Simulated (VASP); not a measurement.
# Mg2CdSe3 (P-3m1) in VASP: notebook

Runs on Mg2CdSe3. Level: PBE. Tasks: single point.

Program: VASP 6.6.1. These are calculated values, not measurements. Logs are shortened: lines on timing, memory, paths and dates and some standing lists are left out, and cuts for length are marked.

## 1. The cell of the first run

Symmetry: P-3m1, No. 164, trigonal system. The conventional cell has a = 3.954 Å, b = 3.954 Å, c = 9.686 Å, α = 90.00°, β = 90.00°, γ = 120.00°. Mg (site symmetry 3m) has 6 Se at 2.77 Å within 3.6 Å. Cd (site symmetry -3m) has 6 Se at 2.85 Å within 3.8 Å. Within 3.7 Å of Se (site symmetry -3m) lie 6 Mg at 2.77 Å. Within 3.6 Å of Se (site symmetry 3m) lie 3 Mg at 2.77 Å and 3 Cd at 2.85 Å.

## 2. Single point, PBE

Contents of INCAR:

```
SYSTEM = Mg2CdSe3
PREC     = Accurate       ! precision mode
ENCUT    = 520            ! plane-wave cutoff, eV
EDIFF    = 1E-6           ! SCF threshold, eV
ISMEAR   = 0              ! smearing method
SIGMA    = 0.1            ! smearing width, eV
LREAL    = .FALSE.        ! projectors in reciprocal space
LASPH    = .TRUE.         ! aspherical terms in the spheres
NELM     = 60             ! most SCF steps
ALGO     = Normal         ! electronic algorithm
ISIF     = 2              ! what is computed and relaxed
LWAVE    = .FALSE.        ! write WAVECAR
LCHARG   = .FALSE.        ! write CHGCAR
GGA      = PE             ! functional
NBANDS   = 26             ! bands
```

Contents of KPOINTS:

```
Automatic mesh
0
G
  6 6 2
  0 0 0
```

Contents of POSCAR:

```
Mg2CdSe3
1.0
    3.9535401000      0.0000000000      0.0000000000
   -1.9767701000      3.4238662000      0.0000000000
    0.0000000000      0.0000000000      9.6858294000
Mg Cd Se
2 1 3
Direct
    0.3333333000      0.6666667000      0.6628080000
    0.6666667000      0.3333333000      0.3371920000
    0.0000000000      0.0000000000      0.0000000000
    0.0000000000      0.0000000000      0.5000000000
    0.3333333000      0.6666667000      0.1758130000
    0.6666667000      0.3333333000      0.8241870000
```

Potentials or basis: VASP PAW PBE potentials, release 64 (Mg, Cd, Se).

On the command line:

```bash
> cat potpaw_PBE.64/Mg/POTCAR potpaw_PBE.64/Cd/POTCAR potpaw_PBE.64/Se/POTCAR > POTCAR
> mpirun -np 1 vasp_std > vasp.out
```

OUTCAR:

```text
SYSTEM = Mg2CdSe3
   PREC = Accurate
   ENCUT = 520
   EDIFF = 1E-6
   ISMEAR = 0
   LREAL = .FALSE.
   LASPH = .TRUE.
   NELM = 60
   ISIF = 2
   GGA = PE

 ion  position               nearest neighbor table
   1  0.333  0.667  0.663-   6 2.77   6 2.77   6 2.77   4 2.77   4 2.77   4 2.77
   2  0.667  0.333  0.337-   5 2.77   5 2.77   5 2.77   4 2.77   4 2.77   4 2.77
   3  0.000  0.000  0.000-   5 2.85   6 2.85   6 2.85   5 2.85   6 2.85   5 2.85
   4  0.000  0.000  0.500-   1 2.77   2 2.77   2 2.77   1 2.77   2 2.77   1 2.77
   5  0.333  0.667  0.176-   2 2.77   2 2.77   2 2.77   3 2.85   3 2.85   3 2.85
   6  0.667  0.333  0.824-   1 2.77   1 2.77   1 2.77   3 2.85   3 2.85   3 2.85

  LATTYP: Found a hexagonal cell.
 ALAT       =     3.9535401000
 C/A-ratio  =     2.4499130286

  Lattice vectors:

 A1 = (   3.9535401000,   0.0000000000,   0.0000000000)
 A2 = (  -1.9767701000,   3.4238662000,   0.0000000000)
 A3 = (   0.0000000000,   0.0000000000,   9.6858294000)

Analysis of symmetry for initial positions (statically):
=====================================================================
 Subroutine PRICEL returns:
 Original cell was already a primitive cell.

 Routine SETGRP: Setting up the symmetry group for a
 hexagonal supercell.

 Subroutine GETGRP returns: Found 12 space group operations
 (whereof 12 operations were pure point group operations)
 out of a pool of 24 trial point group operations.

The static configuration has the point symmetry D_3d.

Analysis of symmetry for dynamics (positions and initial velocities):
=====================================================================
 Subroutine PRICEL returns:
 Original cell was already a primitive cell.

 Routine SETGRP: Setting up the symmetry group for a
 hexagonal supercell.

 Subroutine GETGRP returns: Found 12 space group operations
 (whereof 12 operations were pure point group operations)
 out of a pool of 24 trial point group operations.

The dynamic configuration has the point symmetry D_3d.

 Subroutine INISYM returns: Found 12 space group operations
 (whereof 12 operations are pure point group operations),
 and found     1 'primitive' translations

----------------------------------------------------------------------------------------

                                     Primitive cell

  volume of cell :     131.1112

  direct lattice vectors                    reciprocal lattice vectors
     3.953540100  0.000000000  0.000000000     0.252937867  0.146033748  0.000000000
    -1.976770100  3.423866200  0.000000000     0.000000000  0.292067488  0.000000000
     0.000000000  0.000000000  9.685829400     0.000000000  0.000000000  0.103243611

  length of vectors
     3.953540100  3.953540158  9.685829400     0.292067492  0.292067488  0.103243611

  position of ions in fractional coordinates (direct lattice)
     0.333333300  0.666666700  0.662808000
     0.666666700  0.333333300  0.337192000
     0.000000000  0.000000000  0.000000000
     0.000000000  0.000000000  0.500000000
     0.333333300  0.666666700  0.175813000
     0.666666700  0.333333300  0.824187000

  ion indices of the primitive-cell ions
   primitive index   ion index
                 1           1
                 2           2
                 3           3
                 4           4
                 5           5
                 6           6

----------------------------------------------------------------------------------------

 KPOINTS: Automatic mesh

Automatic generation of k-mesh.
 Grid dimensions read from file:
 generate k-points for:    6    6    2

 Generating k-lattice:

  Cartesian coordinates                     Fractional coordinates (reciprocal lattice)
     0.042156311  0.024338958  0.000000000     0.166666667 -0.000000000  0.000000000
     0.000000000  0.048677915  0.000000000     0.000000000  0.166666667  0.000000000
     0.000000000  0.000000000  0.051621805     0.000000000  0.000000000  0.500000000

  Length of vectors
     0.048677915  0.048677915  0.051621805

  Shift w.r.t. Gamma in fractional coordinates (k-lattice)
     0.000000000  0.000000000  0.000000000

 Subroutine IBZKPT returns following result:
 ===========================================

 Found     14 irreducible k-points:

 Following reciprocal coordinates:
            Coordinates               Weight
  0.000000  0.000000  0.000000      1.000000
  0.166667  0.000000  0.000000      6.000000
  0.333333  0.000000  0.000000      6.000000
  0.500000  0.000000  0.000000      3.000000
  0.166667  0.166667  0.000000      6.000000
  0.333333  0.166667  0.000000     12.000000
  0.333333  0.333333  0.000000      2.000000
  0.000000  0.000000  0.500000      1.000000
  0.166667  0.000000  0.500000      6.000000
  0.333333  0.000000  0.500000      6.000000
  0.500000  0.000000  0.500000      3.000000
  0.166667  0.166667  0.500000      6.000000
  0.333333  0.166667  0.500000     12.000000
  0.333333  0.333333  0.500000      2.000000
   k-points           NKPTS =     14   k-points in BZ     NKDIM =     14   number of bands    NBANDS=     26
   number of dos      NEDOS =    301   number of ions     NIONS =      6
   total plane-waves  NPLWV =  64800
   dimension x,y,z NGX =    30 NGY =   30 NGZ =   72
   dimension x,y,z NGXF=    60 NGYF=   60 NGZF=  144
   ions per type =               2   1   3
   NGX,Y,Z   is equivalent  to a cutoff of  12.61, 12.61, 12.36 a.u.
   NGXF,Y,Z  is equivalent  to a cutoff of  25.23, 25.23, 24.72 a.u.
 SYSTEM =  Mg2CdSe3
   PREC   = accura    normal or accurate (medium, high low for compatibility)
   ISTART =      0    job   : 0-new  1-cont  2-samecut
   ICHARG =      2    charge: 1-file 2-atom 10-const
   ISPIN  =      1    spin polarized calculation?
   LNONCOLLINEAR =      F non collinear calculations
   LSORBIT =      F    spin-orbit coupling
   LASPH  =      T    aspherical Exc in radial PAW
   ENCUT  =  520.0 eV  38.22 Ry    6.18 a.u.   7.35  7.35 18.01*2*pi/ulx,y,z
   NELM   =     60;   NELMIN=  2; NELMDL= -5     # of ELM steps
   EDIFF  = 0.1E-05   stopping-criterion for ELM
   LREAL  =      F    real-space projection
   EDIFFG = 0.1E-04   stopping-criterion for IOM
   NSW    =      0    number of steps for IOM
   IBRION =     -1    ionic relax: 0-MD 1-quasi-New 2-CG
   NFREE  =      0    steps in history (QN), initial steepest desc. (CG)
   ISIF   =      2    stress and relaxation
   ISYM   =      2    0-nonsym 1-usesym 2-fastsym
   POTIM  = 0.5000    time-step for ionic-motion
   TEBEG  =    0.0;   TEEND  =   0.0 temperature during run
   PSTRESS=    0.0 pullay stress
   NELECT =      34.0000    total number of electrons
   NUPDOWN=      -1.0000    fix difference up-down
   EMIN   =  10.00;   EMAX   =-10.00  energy-range for DOS
   EFERMI =   0.00;   METHOD = LEGACY
   ISMEAR =     0;   SIGMA  =   0.10  broadening in eV -4-tet -1-fermi 0-gaus
   EFERMI_NEDOS =   21; number of points for ismear=-14 and -15
   IALGO  =     38    algorithm
   IMIX   =      4    mixing-type and parameters
     AMIX     =   0.40;   BMIX     =  1.00
     AMIX_MAG =   1.60;   BMIX_MAG =  1.00
  volume/ion in A,a.u.               =      21.85       147.46
  Fermi-wavevector in a.u.,A,eV,Ry     =   1.043970  1.972817 14.828618  1.089873
  Thomas-Fermi vector in A             =   2.178702
   LORBIT       =      0    0 simple, 1 ext, 2 COOP (PROOUT), +10 PAW based schemes
   GGA     = PE    functional components
   LHFCALC =     F    Hartree Fock is set to
   AEXX    =    0.0000 exact exchange contribution
   IVDW    =     0    specifies the selected vdW correction
   LEPSILON=     F    determine dielectric tensor
   LRPA    =     F    only Hartree local field effects (RPA)
 non-spin polarized calculation
 Gauss-broadening in eV      SIGMA  =   0.10
  energy-cutoff  :      520.00
  volume of cell :      131.11
 maximum number of plane-waves:      3595
 NGX is ok and might be reduce to    30
   NGX = 15   NGY = 15   NGZ = 37

 number of electron      33.9999991 magnetization

 Free energy of the ion-electron system (eV)
  ---------------------------------------------------
  ext. energy  EPLUGINS =         0.00000000
  ---------------------------------------------------
  free energy    TOTEN  =       -20.08922191 eV

  energy without entropy =      -20.08922191  energy(sigma->0) =      -20.08922191

 E-fermi :   3.1459     XC(G=0):  -9.5927

 val. band max:        2.7164909819   @ k =   0.0000   0.0000   0.5000
 cond. band min:       3.5747120023   @ k =   0.5000   0.0000   0.0000
 fundamental gap:      0.8582210204
 Fermi energy:         3.1459328069

 k-point     1 :       0.0000    0.0000    0.0000
  band No.  band energies     occupation
      1     -10.0841      2.00000
      2      -9.4169      2.00000
      3      -9.3386      2.00000
      4      -5.1871      2.00000
      5      -5.1871      2.00000
      6      -5.1283      2.00000
[... 18 lines left out ...]
     25       9.5458      0.00000
     26      10.4057      0.00000

 k-point     2 :       0.1667    0.0000    0.0000
  band No.  band energies     occupation
      1      -9.8974      2.00000
      2      -9.3291      2.00000
      3      -9.2152      2.00000
      4      -5.1680      2.00000
      5      -5.1580      2.00000
      6      -5.0815      2.00000
[... 18 lines left out ...]
     25       9.8476      0.00000
     26      10.1866      0.00000

 k-point     3 :       0.3333    0.0000    0.0000
  band No.  band energies     occupation
      1      -9.4480      2.00000
      2      -9.1442      2.00000
      3      -8.9700      2.00000
      4      -5.1433      2.00000
      5      -5.1398      2.00000
      6      -5.0220      2.00000
[... 18 lines left out ...]
     25       9.9980      0.00000
     26      10.0145      0.00000

 k-point     4 :       0.5000    0.0000    0.0000
  band No.  band energies     occupation
      1      -9.1597      2.00000
      2      -9.0136      2.00000
      3      -8.8949      2.00000
      4      -5.1569      2.00000
      5      -5.1460      2.00000
      6      -5.0206      2.00000
[... 18 lines left out ...]
     25       9.7453      0.00000
     26      11.1868      0.00000

 k-point     5 :       0.1667    0.1667    0.0000
  band No.  band energies     occupation
      1      -9.5753      2.00000
      2      -9.1925      2.00000
      3      -9.0285      2.00000
      4      -5.1472      2.00000
      5      -5.1120      2.00000
      6      -5.0343      2.00000
[... 18 lines left out ...]
     25       9.1835      0.00000
     26       9.4937      0.00000

 k-point     6 :       0.3333    0.1667    0.0000
  band No.  band energies     occupation
      1      -9.1645      2.00000
      2      -9.0400      2.00000
      3      -8.8735      2.00000
      4      -5.1233      2.00000
      5      -5.1044      2.00000
      6      -5.0051      2.00000
[... 137 lines left out ...]
 k-point    11 :       0.5000    0.0000    0.5000
  band No.  band energies     occupation
      1      -9.1155      2.00000
      2      -9.0854      2.00000
      3      -8.8665      2.00000
      4      -5.1578      2.00000
      5      -5.1460      2.00000
      6      -5.0264      2.00000
[... 18 lines left out ...]
     25      10.4506      0.00000
     26      11.2184      0.00000

 k-point    12 :       0.1667    0.1667    0.5000
  band No.  band energies     occupation
      1      -9.4591      2.00000
      2      -9.4080      2.00000
      3      -8.9275      2.00000
      4      -5.1496      2.00000
      5      -5.1067      2.00000
      6      -5.0354      2.00000
[... 18 lines left out ...]
     25       9.3499      0.00000
     26      10.6248      0.00000

 k-point    13 :       0.3333    0.1667    0.5000
  band No.  band energies     occupation
      1      -9.1311      2.00000
      2      -9.0862      2.00000
      3      -8.8610      2.00000
      4      -5.1237      2.00000
      5      -5.1046      2.00000
      6      -5.0073      2.00000
[... 18 lines left out ...]
     25       9.7834      0.00000
     26       9.8637      0.00000

 k-point    14 :       0.3333    0.3333    0.5000
  band No.  band energies     occupation
      1      -8.9860      2.00000
      2      -8.9860      2.00000
      3      -8.8552      2.00000
      4      -5.0539      2.00000
      5      -5.0539      2.00000
      6      -4.9776      2.00000
[... 18 lines left out ...]
     25      10.5460      0.00000
     26      10.5460      0.00000

------------------------ aborting loop because EDIFF is reached ----------------------------------------

  FORCE on cell =-STRESS in cart. coord.  units (eV):
  Direction    XX          YY          ZZ          XY          YZ          ZX
  --------------------------------------------------------------------------------------
  -------------------------------------------------------------------------------------
  Total        0.0356865      0.0356865      0.0141270     -0.0000000      0.0000000      0.0000000
  in kB        0.4360889      0.4360889      0.1726316     -0.0000000      0.0000000      0.0000000
  external PRESSURE =       0.3482698 kB  Pullay stress =       0.0000000 kB

 VOLUME and BASIS-vectors are now :
 -----------------------------------------------------------------------------
  energy-cutoff  :      520.00
  volume of cell :      131.11
      direct lattice vectors                 reciprocal lattice vectors
     3.953540100  0.000000000  0.000000000     0.252937867  0.146033748  0.000000000
    -1.976770100  3.423866200  0.000000000     0.000000000  0.292067488  0.000000000
     0.000000000  0.000000000  9.685829400     0.000000000  0.000000000  0.103243611

 POSITION                                       TOTAL-FORCE (eV/Angst)
 -----------------------------------------------------------------------------------
     -0.00000      2.28258      6.41985         0.000000     -0.000000      0.002052
      1.97677      1.14129      3.26598         0.000000      0.000000     -0.002052
      0.00000      0.00000      0.00000         0.000000      0.000000     -0.000000
      0.00000      0.00000      4.84291         0.000000      0.000000     -0.000000
     -0.00000      2.28258      1.70289        -0.000000     -0.000000      0.042690
      1.97677      1.14129      7.98293         0.000000      0.000000     -0.042690
 -----------------------------------------------------------------------------------
    total drift:                               -0.000000     -0.000000     -0.000000

  FREE ENERGIE OF THE ION-ELECTRON SYSTEM (eV)
  ---------------------------------------------------
  free  energy   TOTEN  =       -20.0892219071 eV

  energy  without entropy=      -20.0892219071  energy(sigma->0) =      -20.08922191
```

It took 22 s on 1 thread of Intel Xeon 6975P-C (Granite Rapids), shared host; peak memory 0.26 GiB.

What came out:

```
Free energy            : -20.0892 eV
Pressure               : 0.0 GPa
Largest force          : 0.043 eV/Å
Band gap on the k mesh : 0.86 eV, indirect (least direct gap 1.51 eV)
```

Forces on the atoms (eV/Å):
```
Mg   0.000  0.000  0.002
Mg   0.000  0.000 -0.002
Cd   0.000  0.000  0.000
Se   0.000  0.000  0.000
Se   0.000  0.000  0.043
Se   0.000  0.000 -0.043
```

Levels at points of the mesh, in eV from the valence-band top:
| k point | band 15 | band 16 | band 17 | band 18 | band 19 | band 20 |
| --- | --- | --- | --- | --- | --- | --- |
| (0.00, 0.00, 0.00) | -0.21 | -0.10 | -0.10 | 1.51 | 3.64 | 3.69 |
| (0.50, 0.00, 0.00) | -1.27 | -1.00 | -0.65 | 0.86 | 3.67 | 3.94 |
| (0.00, 0.00, 0.50) | -0.38 | 0.00 | 0.00 | 2.90 | 3.27 | 3.54 |
| (0.50, 0.00, 0.50) | -1.54 | -0.34 | -0.32 | 1.69 | 2.48 | 3.49 |

[end of part 1 of 2]
